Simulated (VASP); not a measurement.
Input of a VASP 6.6.1 run:

Contents of INCAR:

```
SYSTEM = PbS
PREC     = Accurate       ! precision mode
ENCUT    = 520            ! plane-wave cutoff, eV
EDIFF    = 1E-6           ! SCF threshold, eV
ISMEAR   = 0              ! smearing method
SIGMA    = 0.03           ! smearing width, eV
LREAL    = .False.        ! projectors in reciprocal space
LASPH    = .True.         ! aspherical terms in the spheres
NELM     = 100            ! most SCF steps
ALGO     = Normal         ! electronic algorithm
ISIF     = 2              ! what is computed and relaxed
LWAVE    = .False.        ! write WAVECAR
LCHARG   = .False.        ! write CHGCAR
GGA      = PE             ! functional
IVDW     = 12             ! dispersion correction
NBANDS   = 17             ! bands
```

File KPOINTS:

```
Automatic mesh
0
Gamma
  12 12 12
  0 0 0
```

Contents of POSCAR:

```
PbS
1.0
    2.0319735960      1.1731605026      3.6528691494
   -2.0319735960      1.1731605026      3.6528691494
    0.0000000000     -2.3463210053      3.6528691494
Pb S
1 1
Direct
    0.9779892340      0.9779892340      0.9779892340
    0.4776120960      0.4776120960      0.4776120960
```

Potentials or basis: VASP PAW PBE potentials, release 64 (Pb_d, S).

Launch:

```console
$ cat potpaw_PBE.64/Pb_d/POTCAR potpaw_PBE.64/S/POTCAR > POTCAR
$ mpirun -np 1 vasp_std > vasp.out
```

Problem. Estimate the pressure.

Solution. -0.3 GPa.

Problem. What does it give for the dispersion energy per atom?

Solution. -0.347 eV.

Stress tensor (GPa, compression positive):
```
 1.09  0.00  0.00
 0.00  1.09  0.00
 0.00  0.00 -3.15
```

Caveat: pairwise dispersion overbinds metals, which lowers pressure and volume.
